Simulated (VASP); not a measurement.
# GaSi2S2 (P4_2/mnm) in VASP: single point with PBE

Aim: the single point of GaSi2S2 with PBE.

Program: VASP 6.6.1. These are calculated values, not measurements. Logs are shortened: lines on timing, memory, paths and dates and some standing lists are left out, and cuts for length are marked.

### 1 The cell of the first run

It takes space group P4_2/mnm (No. 136, tetragonal). The conventional cell has a = 8.862 Å, b = 8.862 Å, c = 3.913 Å, α = 90.00°, β = 90.00°, γ = 90.00°. Ga (site symmetry mmm) has 4 Si at 2.55 Å and 2 S at 2.61 Å within 3.4 Å. Si (site symmetry m2m) has 1 S at 2.02 Å and 2 Ga at 2.55 Å within 2.7 Å. S (site symmetry m2m) has 1 Si at 2.02 Å and 1 Ga at 2.61 Å within 2.7 Å.

### 2 Single point, PBE

Input file INCAR:

```
SYSTEM = GaSi2S2
PREC = Accurate ; ENCUT = 500
EDIFF = 1E-6 ; ISMEAR = 0
SIGMA = 0.2 ; LREAL = .False.
LASPH = .True. ; NELM = 120
ALGO = Normal ; ISIF = 2
LWAVE = .False. ; LCHARG = .False.
GGA = PE ; NBANDS = 44
GGA_COMPAT = .False.
```

Input file KPOINTS:

```
regular mesh
0
Gamma
  3 3 3
  0 0 0
```

Input file POSCAR:

```
GaSi2S2
1.0
    8.8616792298      0.0000000000      0.0000000000
    0.0000000000      8.8616792298      0.0000000000
    0.0000000000      0.0000000000      3.9131687587
Ga Si S
2 4 4
Direct
    0.0000000000      0.0000000000      0.5000000000
    0.5000000000      0.5000000000      0.0000000000
    0.1310614799      0.1310614799      0.0000000000
    0.8689385201      0.8689385201      0.0000000000
    0.3689385201      0.6310614799      0.5000000000
    0.6310614799      0.3689385201      0.5000000000
    0.7080748707      0.7080748707      0.0000000000
    0.2919251293      0.2919251293      0.0000000000
    0.7919251293      0.2080748707      0.5000000000
    0.2080748707      0.7919251293      0.5000000000
```

Potentials or basis: VASP PAW PBE potentials, release 64 (Ga_d, Si, S).

The run is started by

```sh
$ cat potpaw_PBE.64/Ga_d/POTCAR potpaw_PBE.64/Si/POTCAR potpaw_PBE.64/S/POTCAR > POTCAR
$ mpirun -np 1 vasp_std > vasp.out
```

OUTCAR:

```text
SYSTEM = GaSi2S2
   PREC = Accurate
   ENCUT = 500
   EDIFF = 1E-6
   ISMEAR = 0
   LREAL = .False.
   LASPH = .True.
   NELM = 120
   ISIF = 2
   GGA = PE

 ion  position               nearest neighbor table
   1  0.000  0.000  0.500-   3 2.55   4 2.55   3 2.55   4 2.55   9 2.61  10 2.61
   2  0.500  0.500  0.000-   5 2.55   6 2.55   5 2.55   6 2.55   7 2.61   8 2.61
   3  0.131  0.131  0.000-   8 2.02   1 2.55   1 2.55
   4  0.869  0.869  0.000-   7 2.02   1 2.55   1 2.55
   5  0.369  0.631  0.500-  10 2.02   2 2.55   2 2.55
   6  0.631  0.369  0.500-   9 2.02   2 2.55   2 2.55
   7  0.708  0.708  0.000-   4 2.02   2 2.61
   8  0.292  0.292  0.000-   3 2.02   2 2.61
   9  0.792  0.208  0.500-   6 2.02   1 2.61
  10  0.208  0.792  0.500-   5 2.02   1 2.61

  LATTYP: Found a simple tetragonal cell.
 ALAT       =     8.8616792298
 C/A-ratio  =     0.4415832098

  Lattice vectors:

 A1 = (   8.8616792298,   0.0000000000,   0.0000000000)
 A2 = (   0.0000000000,   8.8616792298,   0.0000000000)
 A3 = (   0.0000000000,   0.0000000000,   3.9131687587)

Analysis of symmetry for initial positions (statically):
=====================================================================
 Subroutine PRICEL returns:
 Original cell was already a primitive cell.

 Routine SETGRP: Setting up the symmetry group for a
 simple tetragonal supercell.

 Subroutine GETGRP returns: Found 16 space group operations
 (whereof  8 operations were pure point group operations)
 out of a pool of 16 trial point group operations.

The static configuration has the point symmetry D_2h.
 The point group associated with its full space group is D_4h.

Analysis of symmetry for dynamics (positions and initial velocities):
=====================================================================
 Subroutine PRICEL returns:
 Original cell was already a primitive cell.

 Routine SETGRP: Setting up the symmetry group for a
 simple tetragonal supercell.

 Subroutine GETGRP returns: Found 16 space group operations
 (whereof  8 operations were pure point group operations)
 out of a pool of 16 trial point group operations.

The dynamic configuration has the point symmetry D_2h.
 The point group associated with its full space group is D_4h.

 Subroutine INISYM returns: Found 16 space group operations
 (whereof  8 operations are pure point group operations),
 and found     1 'primitive' translations

----------------------------------------------------------------------------------------

                                     Primitive cell

  volume of cell :     307.2986

  direct lattice vectors                    reciprocal lattice vectors
     8.861679230  0.000000000  0.000000000     0.112845430  0.000000000  0.000000000
     0.000000000  8.861679230  0.000000000     0.000000000  0.112845430  0.000000000
     0.000000000  0.000000000  3.913168759     0.000000000  0.000000000  0.255547374

  length of vectors
     8.861679230  8.861679230  3.913168759     0.112845430  0.112845430  0.255547374

  position of ions in fractional coordinates (direct lattice)
     0.000000000  0.000000000  0.500000000
     0.500000000  0.500000000  0.000000000
     0.131061480  0.131061480  0.000000000
     0.868938520  0.868938520  0.000000000
     0.368938520  0.631061480  0.500000000
     0.631061480  0.368938520  0.500000000
     0.708074871  0.708074871  0.000000000
     0.291925129  0.291925129  0.000000000
     0.791925129  0.208074871  0.500000000
     0.208074871  0.791925129  0.500000000

  ion indices of the primitive-cell ions
   primitive index   ion index
                 1           1
                 2           2
                 3           3
                 4           4
                 5           5
                 6           6
                 7           7
                 8           8
                 9           9
                10          10

----------------------------------------------------------------------------------------

 KPOINTS: regular mesh

Automatic generation of k-mesh.
 Grid dimensions read from file:
 generate k-points for:    3    3    3

 Generating k-lattice:

  Cartesian coordinates                     Fractional coordinates (reciprocal lattice)
     0.037615143  0.000000000  0.000000000     0.333333333  0.000000000  0.000000000
     0.000000000  0.037615143  0.000000000     0.000000000  0.333333333  0.000000000
     0.000000000  0.000000000  0.085182458     0.000000000  0.000000000  0.333333333

  Length of vectors
     0.037615143  0.037615143  0.085182458

  Shift w.r.t. Gamma in fractional coordinates (k-lattice)
     0.000000000  0.000000000  0.000000000

 Subroutine IBZKPT returns following result:
 ===========================================

 Found      6 irreducible k-points:

 Following reciprocal coordinates:
            Coordinates               Weight
  0.000000  0.000000  0.000000      1.000000
  0.333333  0.000000  0.000000      4.000000
  0.333333  0.333333  0.000000      4.000000
  0.000000  0.000000  0.333333      2.000000
  0.333333  0.000000  0.333333      8.000000
  0.333333  0.333333  0.333333      8.000000
   k-points           NKPTS =      6   k-points in BZ     NKDIM =      6   number of bands    NBANDS=     44
   number of dos      NEDOS =    301   number of ions     NIONS =     10
   total plane-waves  NPLWV = 147000
   dimension x,y,z NGX =    70 NGY =   70 NGZ =   30
   dimension x,y,z NGXF=   140 NGYF=  140 NGZF=   60
   ions per type =               2   4   4
   NGX,Y,Z   is equivalent  to a cutoff of  13.13, 13.13, 12.75 a.u.
   NGXF,Y,Z  is equivalent  to a cutoff of  26.26, 26.26, 25.49 a.u.
 SYSTEM =  GaSi2S2
   PREC   = accura    normal or accurate (medium, high low for compatibility)
   ISTART =      0    job   : 0-new  1-cont  2-samecut
   ICHARG =      2    charge: 1-file 2-atom 10-const
   ISPIN  =      1    spin polarized calculation?
   LNONCOLLINEAR =      F non collinear calculations
   LSORBIT =      F    spin-orbit coupling
   LASPH  =      T    aspherical Exc in radial PAW
   ENCUT  =  500.0 eV  36.75 Ry    6.06 a.u.  16.16 16.16  7.13*2*pi/ulx,y,z
   NELM   =    120;   NELMIN=  2; NELMDL= -5     # of ELM steps
   EDIFF  = 0.1E-05   stopping-criterion for ELM
   LREAL  =      F    real-space projection
   EDIFFG = 0.1E-04   stopping-criterion for IOM
   NSW    =      0    number of steps for IOM
   IBRION =     -1    ionic relax: 0-MD 1-quasi-New 2-CG
   NFREE  =      0    steps in history (QN), initial steepest desc. (CG)
   ISIF   =      2    stress and relaxation
   ISYM   =      2    0-nonsym 1-usesym 2-fastsym
   POTIM  = 0.5000    time-step for ionic-motion
   TEBEG  =    0.0;   TEEND  =   0.0 temperature during run
   PSTRESS=    0.0 pullay stress
   NELECT =      66.0000    total number of electrons
   NUPDOWN=      -1.0000    fix difference up-down
   EMIN   =  10.00;   EMAX   =-10.00  energy-range for DOS
   EFERMI =   0.00;   METHOD = LEGACY
   ISMEAR =     0;   SIGMA  =   0.20  broadening in eV -4-tet -1-fermi 0-gaus
   EFERMI_NEDOS =   21; number of points for ismear=-14 and -15
   IALGO  =     38    algorithm
   IMIX   =      4    mixing-type and parameters
     AMIX     =   0.40;   BMIX     =  1.00
     AMIX_MAG =   1.60;   BMIX_MAG =  1.00
  volume/ion in A,a.u.               =      30.73       207.38
  Fermi-wavevector in a.u.,A,eV,Ry     =   0.980398  1.852684 13.077662  0.961181
  Thomas-Fermi vector in A             =   2.111326
   LORBIT       =      0    0 simple, 1 ext, 2 COOP (PROOUT), +10 PAW based schemes
   GGA     = PE    functional components
   LHFCALC =     F    Hartree Fock is set to
   AEXX    =    0.0000 exact exchange contribution
   IVDW    =     0    specifies the selected vdW correction
   LEPSILON=     F    determine dielectric tensor
   LRPA    =     F    only Hartree local field effects (RPA)
 non-spin polarized calculation
 Gauss-broadening in eV      SIGMA  =   0.20
  energy-cutoff  :      500.00
  volume of cell :      307.30
 maximum number of plane-waves:      7817
 NGX is ok and might be reduce to    70
   NGX = 33   NGY = 33   NGZ = 15

 number of electron      65.9999998 magnetization

 Free energy of the ion-electron system (eV)
  ---------------------------------------------------
  ext. energy  EPLUGINS =         0.00000000
  ---------------------------------------------------
  free energy    TOTEN  =       -41.04278403 eV

  energy without entropy =      -40.97378237  energy(sigma->0) =      -41.00828320

 E-fermi :   1.5172     XC(G=0):  -7.4696

 val. band max:        1.4964988959   @ k =   0.3333   0.3333   0.0000
 cond. band min:       1.7155253266   @ k =   0.3333   0.3333   0.0000
 fundamental gap:      0.2190264307
 Fermi energy:         1.5171587911

 k-point     1 :       0.0000    0.0000    0.0000
  band No.  band energies     occupation
      1     -13.4776      2.00000
      2     -13.4595      2.00000
      3     -13.3334      2.00000
      4     -13.3334      2.00000
      5     -13.2987      2.00000
      6     -13.2987      2.00000
[... 36 lines left out ...]
     43       5.3604      0.00000
     44       5.3604      0.00000

 k-point     2 :       0.3333    0.0000    0.0000
  band No.  band energies     occupation
      1     -13.4732      2.00000
      2     -13.4642      2.00000
      3     -13.3334      2.00000
      4     -13.3334      2.00000
      5     -13.2987      2.00000
      6     -13.2987      2.00000
[... 36 lines left out ...]
     43       5.5832      0.00000
     44       6.0353      0.00000

 k-point     3 :       0.3333    0.3333    0.0000
  band No.  band energies     occupation
      1     -13.4711      2.00000
      2     -13.4666      2.00000
      3     -13.3334      2.00000
      4     -13.3334      2.00000
      5     -13.2987      2.00000
      6     -13.2987      2.00000
[... 36 lines left out ...]
     43       5.7429      0.00000
     44       6.0294      0.00000

 k-point     4 :       0.0000    0.0000    0.3333
  band No.  band energies     occupation
      1     -13.4513      2.00000
      2     -13.4422      2.00000
      3     -13.3429      2.00000
      4     -13.3429      2.00000
      5     -13.3283      2.00000
      6     -13.3283      2.00000
[... 36 lines left out ...]
     43       5.7193      0.00000
     44       6.1941      0.00000

 k-point     5 :       0.3333    0.0000    0.3333
  band No.  band energies     occupation
      1     -13.4493      2.00000
      2     -13.4448      2.00000
      3     -13.3429      2.00000
      4     -13.3429      2.00000
      5     -13.3279      2.00000
      6     -13.3279      2.00000
[... 36 lines left out ...]
     43       6.6242      0.00000
     44       7.0316      0.00000

 k-point     6 :       0.3333    0.3333    0.3333
  band No.  band energies     occupation
      1     -13.4481      2.00000
      2     -13.4459      2.00000
      3     -13.3429      2.00000
      4     -13.3429      2.00000
      5     -13.3283      2.00000
      6     -13.3279      2.00000
[... 36 lines left out ...]
     43       6.0414      0.00000
     44       6.8211      0.00000

------------------------ aborting loop because EDIFF is reached ----------------------------------------

  FORCE on cell =-STRESS in cart. coord.  units (eV):
  Direction    XX          YY          ZZ          XY          YZ          ZX
  --------------------------------------------------------------------------------------
  -------------------------------------------------------------------------------------
  Total       -0.2032583     -0.2032583     -0.2402180      0.0000000      0.0000000      0.0000000
  in kB       -1.0597374     -1.0597374     -1.2524358      0.0000000      0.0000000      0.0000000
  external PRESSURE =      -1.1239702 kB  Pullay stress =       0.0000000 kB

 VOLUME and BASIS-vectors are now :
 -----------------------------------------------------------------------------
  energy-cutoff  :      500.00
  volume of cell :      307.30
      direct lattice vectors                 reciprocal lattice vectors
     8.861679230  0.000000000  0.000000000     0.112845430  0.000000000  0.000000000
     0.000000000  8.861679230  0.000000000     0.000000000  0.112845430  0.000000000
     0.000000000  0.000000000  3.913168759     0.000000000  0.000000000  0.255547374

 POSITION                                       TOTAL-FORCE (eV/Angst)
 -----------------------------------------------------------------------------------
      0.00000      0.00000      1.95658        -0.000000     -0.000000     -0.000000
      4.43084      4.43084      0.00000        -0.000000     -0.000000     -0.000000
      1.16142      1.16142      0.00000         0.021339      0.021339     -0.000000
      7.70025      7.70025      0.00000        -0.021339     -0.021339      0.000000
      3.26941      5.59226      1.95658        -0.021339      0.021339     -0.000000
      5.59226      3.26941      1.95658         0.021339     -0.021339     -0.000000
      6.27473      6.27473      0.00000         0.012661      0.012661      0.000000
      2.58695      2.58695      0.00000        -0.012661     -0.012661     -0.000000
      7.01779      1.84389      1.95658        -0.012661      0.012661      0.000000
      1.84389      7.01779      1.95658         0.012661     -0.012661     -0.000000
 -----------------------------------------------------------------------------------
    total drift:                                0.000000      0.000000      0.000000

  FREE ENERGIE OF THE ION-ELECTRON SYSTEM (eV)
  ---------------------------------------------------
  free  energy   TOTEN  =       -41.0427840255 eV

  energy  without entropy=      -40.9737823654  energy(sigma->0) =      -41.00828320
```

Run time: 81 s. Hardware: 1 thread of Intel Xeon Platinum 8559C (Emerald Rapids), shared host; peak memory 0.37 GiB.

Results:

```yaml
Free_energy: -41.0428 eV
Pressure: -0.1 GPa
Largest_force: 0.030 eV/Å
Band_gap_on_the_k_mesh: zero (band 33 reaches 1.94 eV, above the bottom of band 34 at 1.08 eV)
```

Forces in eV/Å, atoms in the order of the input:
```
Ga   0.000  0.000  0.000
Ga   0.000  0.000  0.000
Si   0.021  0.021  0.000
Si  -0.021 -0.021  0.000
Si  -0.021  0.021  0.000
Si   0.021 -0.021  0.000
S    0.013  0.013  0.000
S   -0.013 -0.013  0.000
S   -0.013  0.013  0.000
S    0.013 -0.013  0.000
```

Caveat: the k points lie up to 0.54 Å⁻¹ apart.
